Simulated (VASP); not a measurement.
A run of VASP 6.6.1 is set up as follows.

File INCAR:

```
PREC = Accurate
ENCUT = 520
EDIFF = 1E-6
ISMEAR = 0
SIGMA = 0.1
LREAL = False
LASPH = True
NELM = 80
ALGO = Normal
ISIF = 2
LWAVE = False
LCHARG = False
GGA = PE
NBANDS = 30
```

Contents of KPOINTS:

```
regular mesh
0
Gamma
  6 6 6
```

File POSCAR:

```
BW3
1.0
    3.7629304154      0.0000000000      0.0000000000
    0.0000000000      3.7629304154      0.0000000000
    0.0000000000      0.0000000000      3.7629304154
B W
1 3
Direct
    0.0000000000      0.0000000000      0.0000000000
    0.0000000000      0.5000000000      0.5000000000
    0.5000000000      0.0000000000      0.5000000000
    0.5000000000      0.5000000000      0.0000000000
```

Potentials or basis: VASP PAW PBE potentials, release 64 (B, W_sv).

Run with:

```bash
$ cat potpaw_PBE.64/B/POTCAR potpaw_PBE.64/W_sv/POTCAR > POTCAR
$ mpirun -np 1 vasp_std > vasp.out
```

(1) Estimate the pressure.

(2) Estimate the band gap on the k mesh.

Results:

(1) 16.4 GPa.

(2) zero (an odd number of electrons rules out a gap without spin polarisation).

Caveat: the cell stands under pressure; spin-orbit coupling is left out, which moves the levels of the heavy elements.
